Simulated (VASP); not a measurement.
Wanted: the native input for a VASP 6.6.1 run.

| Quantity | Value |
| --- | --- |
| Task | single point |
| Functional | PBE0 |
| Potentials or basis | VASP PAW PBE potentials, release 64 (K_sv, Cl) |
| Cutoff | 520 eV |
| k mesh | 4 × 4 × 4 |
| Occupations | fermi-dirac, width 0.05 eV |
| Spin | no spin polarisation |
| Dipole correction | no |
| Grid for exact exchange (PRECFOCK) | Normal |
| Further INCAR settings | ALGO = Normal; EDIFF = 1e-06; NBANDS = 15 |
| Share of exact exchange | 0.25 |

KCl:

```xyz
2
Lattice="3.7873 0.0000 0.0000 0.0000 3.7873 0.0000 0.0000 0.0000 3.7873" Properties=species:S:1:pos:R:3 pbc="T T T"
K     0.0000    0.0000    0.0000
Cl    1.8937    1.8937    1.8937
```

These files were run (other wordings do the same):

POSCAR

```
KCl
1.0
    3.7873086124      0.0000000000      0.0000000000
    0.0000000000      3.7873086124      0.0000000000
    0.0000000000      0.0000000000      3.7873086124
K Cl
1 1
Direct
    0.0000000000      0.0000000000      0.0000000000
    0.5000000000      0.5000000000      0.5000000000
```

INCAR.step1

```
SYSTEM = KCl
PREC = Accurate ; ENCUT = 520
EDIFF = 1E-5 ; ISMEAR = -1
SIGMA = 0.05 ; LREAL = .False.
LASPH = .True. ; NELM = 80
ALGO = Normal ; ISIF = 2
LWAVE = .True. ; GGA = PE
NBANDS = 15
```

INCAR.step2

```
SYSTEM = KCl
PREC = Accurate ; ENCUT = 520
EDIFF = 1E-6 ; ISMEAR = -1
SIGMA = 0.05 ; LREAL = .False.
LASPH = .True. ; NELM = 80
ALGO = Normal ; ISIF = 2
LWAVE = .False. ; LCHARG = .True.
GGA = PE ; LHFCALC = .True.
AEXX = 0.25 ; PRECFOCK = Normal
LELF = .True. ; LVHAR = .True.
ISTART = 1 ; NBANDS = 15
```

KPOINTS

```
regular mesh
0
Gamma
  4 4 4
  0 0 0
```

Potentials or basis: VASP PAW PBE potentials, release 64 (K_sv, Cl).

Command:

```console
$ cat potpaw_PBE.64/K_sv/POTCAR potpaw_PBE.64/Cl/POTCAR > POTCAR
$ cp INCAR.step1 INCAR
$ mpirun -np 1 vasp_std > vasp.out
$ cp INCAR.step2 INCAR
$ mpirun -np 1 vasp_std > vasp.out
```

It gave:

* Pressure: 0.3 GPa
* Band gap on the k mesh: 7.05 eV (least direct gap 7.28 eV)

Caveat: the PAW data sets were made with another functional, which shifts forces and pressure a little.

It took 2.9 min on 1 thread of Intel(R) Xeon(R) 6975P-C (Granite Rapids) (shared host), peak memory 0.16 GiB.
